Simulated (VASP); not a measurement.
Runs of VASP 6.6.1 on Te2Mo. The structure is that of space group P-6m2 (No. 187), or close to it. The cells are those of the table. 

```csv
task,level,U,cell,k mesh,cutoff (eV),gap on the mesh (eV),pressure (GPa),largest force (eV/Å)
relaxation of cell and atoms,PBEsol,-,"relaxed from a = 3.562, b = 3.562, c = 31.563 Å, angles 90.0, 90.0, 120.0°, 9 atoms",7 × 7 × 1,600,0.97,-,0.01
single point,revPBE+D4,-,"a = 3.489, b = 3.489, c = 30.178 Å, angles 90.0, 90.0, 120.0°, 9 atoms",9 × 9 × 1,520,(a),-,0.01
single point,RPBE+D3(BJ),-,"a = 3.137, b = 3.137, c = 19.821 Å, angles 90.0, 90.0, 120.0°, 9 atoms",7 × 7 × 1,520,none,-0.1,0.01
single point,PBEsol+D3(BJ),-,"a = 3.433, b = 3.433, c = 20.786 Å, angles 90.0, 90.0, 120.0°, 9 atoms",9 × 9 × 1,520,(b),0.1,0.04
single point,PBE+D4,-,"a = 3.502, b = 3.502, c = 30.526 Å, angles 90.0, 90.0, 120.0°, 9 atoms",9 × 9 × 1,520,0.81,-,0.01
single point,r2SCAN+U,Mo d U = 3.0 eV,"a = 3.562, b = 3.562, c = 31.563 Å, angles 90.0, 90.0, 120.0°, 9 atoms",7 × 7 × 1,520,1.24,-,0.18
single point,r2SCAN+U,Mo d U = 4.0 eV,"a = 3.562, b = 3.562, c = 31.563 Å, angles 90.0, 90.0, 120.0°, 9 atoms",7 × 7 × 1,520,1.25,-,0.24
```

Alike in all rows: potentials or basis VASP PAW PBE potentials, release 64 (Te, Mo_sv); no spin polarisation; smearing fermi-dirac 0.05 eV.

Question: Fill in the values left out.

Answer: (a) 0.73; (b) 0.55.

Caveats: spin-orbit coupling is left out, which moves the levels of the heavy elements; the PAW data sets were made with another functional, which shifts forces and pressure a little (some runs); the U is typed as a test and isn't derived for this compound (some runs); pairwise dispersion overbinds metals, which lowers pressure and volume (some runs).

A k mesh can miss the band edges, and the runs leave out spin-orbit coupling on Mo, Te.

A gap of «none» marks levels without a gap at the run's occupations.
